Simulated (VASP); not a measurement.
Crystal: BAs.

```xyz
2
Lattice="2.1275 0.0000 0.0000 0.0000 3.1741 0.0000 0.0000 0.0000 4.9510" Properties=species:S:1:pos:R:3 pbc="T T T"
B     0.0000    1.5870    0.0000
As    1.0638    1.5870    2.4755
```

* Program: VASP 6.6.1
* Task: relaxation of cell and atoms
* Functional: PBE
* Dispersion: D4
* Potentials or basis: VASP PAW PBE potentials, release 64 (B, As)
* Cutoff: 600 eV
* k mesh: 12 × 8 × 6
* Occupations: fermi-dirac, width 0.05 eV
* Spin: no spin polarisation

At the start: pressure 2.9 GPa; volume 16.72 Å³/atom.

**Question.** How do energy, volume and symmetry change on relaxing?

**Answer.** Over 17 steps the energy falls by 1183.4 meV/atom and the volume is 12.59 Å³/atom (-24.7 %); space group P4/mmm (No. 123, to 0.05 Å).

The path:
| step | energy change (eV) | largest force (eV/Å) | pressure (GPa) | volume (Å³) |
| --- | --- | --- | --- | --- |
| 1 | 0.0000 | 0.0000 | 2.93 | 33.43 |
| 2 | -0.6588 | 0.0000 | -4.71 | 34.55 |
| 3 | -0.7138 | 0.0000 | -6.55 | 34.69 |
| 4 | -0.8370 | 0.0000 | -10.46 | 34.90 |
| 5 | -1.0030 | 0.0000 | -16.05 | 34.96 |
| 6 | -1.6377 | 0.0000 | -12.14 | 29.50 |
| 7 | -1.9376 | 0.0000 | -1.10 | 25.53 |
| 8 | -2.1734 | 0.0000 | 12.77 | 23.17 |
| 9 | -2.1734 | 0.0000 | 12.74 | 23.17 |
| 10 | -2.3119 | 0.0000 | 3.72 | 24.77 |
| 11 | -2.3291 | 0.0000 | 4.96 | 24.38 |
| 12 | -2.3646 | 0.0000 | -1.57 | 25.40 |
| 13 | -2.3652 | 0.0000 | -0.89 | 25.29 |
| 14 | -2.3652 | 0.0000 | -0.79 | 25.27 |
| 15 | -2.3667 | 0.0000 | 0.37 | 25.13 |
| 16 | -2.3668 | 0.0000 | 0.13 | 25.16 |
| 17 | -2.3668 | 0.0000 | 0.01 | 25.18 |

Final structure:
```xyz
2
Lattice="3.1246 0.0000 0.0000 0.0000 2.5671 0.0000 0.0000 0.0000 3.1397" Properties=species:S:1:pos:R:3 pbc="T T T"
B     0.0000    1.2836    0.0000
As    1.5623    1.2836    1.5699
```

Caveat: the volume moved by over 15 % at a fixed basis, so the end points are rough.
